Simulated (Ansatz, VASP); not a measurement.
Li3HSe: VASP beside Ansatz

The input INCAR:

```
SYSTEM = Li3HSe
  PREC = Accurate
  ENCUT = 600
  EDIFF = 1E-6
  ISMEAR = 0
  SIGMA = 0.02
  LREAL = .FALSE.
  LASPH = .TRUE.
  NELM = 80
  ALGO = Normal
  ISIF = 3
  LWAVE = .FALSE.
  LCHARG = .FALSE.
  GGA = PS
  IBRION = 2
  NSW = 70
  EDIFFG = -0.005
```

Contents of KPOINTS:

```
Automatic mesh
0
G
  6 6 6
  0 0 0
```

File POSCAR:

```
Li3HSe
1.0
    3.9443860828      0.0000000000      0.0000000000
    0.0000000000      3.9443860828      0.0000000000
    0.0000000000      0.0000000000      3.9443860828
Li H Se
3 1 1
Direct
    0.0000000000      0.5000000000      0.5000000000
    0.5000000000      0.0000000000      0.5000000000
    0.5000000000      0.5000000000      0.0000000000
    0.5000000000      0.5000000000      0.5000000000
    0.0000000000      0.0000000000      0.0000000000
```

Input for Ansatz:

```yaml
crystal:
  lattice:
    - [3.9443860828, 0.0, 0.0]
    - [0.0, 3.9443860828, 0.0]
    - [0.0, 0.0, 3.9443860828]
  atoms:
    - { symbol: Li, position: [0.0, 0.5, 0.5] }
    - { symbol: Li, position: [0.5, 0.0, 0.5] }
    - { symbol: Li, position: [0.5, 0.5, 0.0] }
    - { symbol: H, position: [0.5, 0.5, 0.5] }
    - { symbol: Se, position: [0.0, 0.0, 0.0] }
basis:
  ecutwfc: 420
kpoints:
  mp_grid: { grid: [6, 6, 6] }
hamiltonian:
  xc: pbesol
scf:
  occupations: { method: gaussian, width: 0.02 }
output:
  forces: true
  stress: true
  eigenvalues: true
  write_density: true
  write_potential: true
  elf: true
  volumetric_format: npy
relax:
  adjacent_minimum: "off"
  f_tol: 0.005
  max_steps: 50
  cell: { stress_tol: 0.05 }
```

Alike in both runs: task relaxation of cell and atoms; functional PBEsol; k mesh 6 × 6 × 6; occupations gaussian, width 0.02 eV; no spin polarisation.

|  | VASP | Ansatz |
| --- | --- | --- |
| version | VASP 6.6.1 | Ansatz 0.2.0 |
| potentials or method | VASP PAW PBE potentials, release 64 (Li_sv, H, Se), cutoff 600 eV | scalar-relativistic, plane waves, PAW |
| valence electrons in the cell | 16 | 26 |

Ansatz gave:

- gap on the k mesh at the Fermi level, each at its own relaxed structure (eV): 3.46
- relaxed volume (Å³/atom): 11.90
- relaxed length of the cell vector where the two differ most in proportion (Å): 3.904

**Question.** Estimate VASP's values.

**Answer.** gap on the k mesh at the Fermi level, each at its own relaxed structure (eV): 3.48; relaxed volume (Å³/atom): 11.87; relaxed length of the cell vector where the two differ most in proportion (Å): 3.901.

VASP's potentials were made for PBE, not for PBEsol. VASP's potentials hold 16 valence electrons a cell and Ansatz's 26, so a difference there can come from the potentials and not from the codes.

Noted on VASP's run: the cutoff is under 1.25 times that of the potentials, so the pressure is a little rough.
